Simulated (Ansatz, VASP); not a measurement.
# Rb3NaO2: VASP beside Ansatz

```xyz
6
Lattice="6.2158 0.0000 0.0124 0.0000 4.1709 0.0000 -0.9340 0.0000 6.2119" Properties=species:S:1:pos:R:3 pbc="T T T"
Rb    2.1307    2.0854    3.1452
Rb    3.6988    0.0000    0.4007
Rb    5.4180    0.0000    4.3011
Na    0.1384    2.0854    0.8043
O     0.8664    0.0000    1.6914
O     3.8992    2.0854    5.2381
```

Alike in both runs: functional PBE; k mesh 6 × 8 × 6; occupations gaussian, width 0.02 eV; no spin polarisation.

Ansatz relaxed the structure, and its values are those at the end. VASP's run is a single point on that final structure, the one shown.

|  | VASP | Ansatz |
| --- | --- | --- |
| version | VASP 6.6.1 | Ansatz 0.2.0 |
| potentials or method | VASP PAW PBE potentials, release 64 (Rb_sv, Na_pv, O), cutoff 520 eV | scalar-relativistic, plane waves, PAW |
| valence electrons in the cell | 46 | 48 |

Ansatz gave:

| Quantity | Value |
| --- | --- |
| gap on the k mesh at the Fermi level (eV) | 0.61 |
| least direct gap on the mesh (eV) | 0.76 |
| pressure (GPa) | 0.0 |
| rms of the force components (eV/Å) | 0.003 |

Task: Estimate VASP's values.

Result: gap on the k mesh at the Fermi level (eV): 0.60; least direct gap on the mesh (eV): 0.75; pressure (GPa): 0.1; rms of the force components (eV/Å): 0.007.

With one functional, cell and mesh, what is left measures potentials, basis and numerics. VASP's potentials hold 46 valence electrons a cell and Ansatz's 48, so a difference there can come from the potentials and not from the codes.
